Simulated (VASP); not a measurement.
Wanted: the native input for a VASP 6.6.1 run.

| Item | Value |
| --- | --- |
| Task | single point |
| Functional | PBE |
| Potentials or basis | VASP PAW PBE potentials, release 64 (K_sv, F) |
| Cutoff | 520 eV |
| k mesh | 9 × 9 × 9 |
| Occupations | fermi-dirac, width 0.05 eV |
| Spin | no spin polarisation |
| Dipole correction | no |
| Further INCAR settings | ALGO = Normal; EDIFF = 1e-06; NBANDS = 15 |

The structure of KF lies in POSCAR:

```
KF
1.0
    0.0000000000      2.6718500000      2.6718500000
    2.6451315000      0.0000000000      2.6718500000
    2.6451315000      2.6718500000      0.0000000000
K F
1 1
Direct
    0.0000000000      0.0000000000      0.0000000000
    0.5000000000      0.5000000000      0.5000000000
```

One way to write it, as run:

INCAR

```
SYSTEM = KF
PREC = Accurate ; ENCUT = 520
EDIFF = 1E-6 ; ISMEAR = -1
SIGMA = 0.05 ; LREAL = .FALSE.
LASPH = .TRUE. ; NELM = 80
ALGO = Normal ; ISIF = 2
LWAVE = .FALSE. ; LCHARG = .FALSE.
GGA = PE ; NBANDS = 15
```

KPOINTS

```
regular mesh
0
G
  9 9 9
  0 0 0
```

Potentials or basis: VASP PAW PBE potentials, release 64 (K_sv, F).

Launch:

```sh
$ cat potpaw_PBE.64/K_sv/POTCAR potpaw_PBE.64/F/POTCAR > POTCAR
$ mpirun -np 1 vasp_std > vasp.out
```

Results of the run:

```yaml
Pressure: 1.8 GPa
Band_gap_on_the_k_mesh: 6.21 eV
```

Caveat: an odd mesh through Γ misses points on the zone boundary, where band edges can lie.

It took 57 s on 1 thread of Intel Xeon 8259CL, with other jobs on the host, peak memory 0.18 GiB.
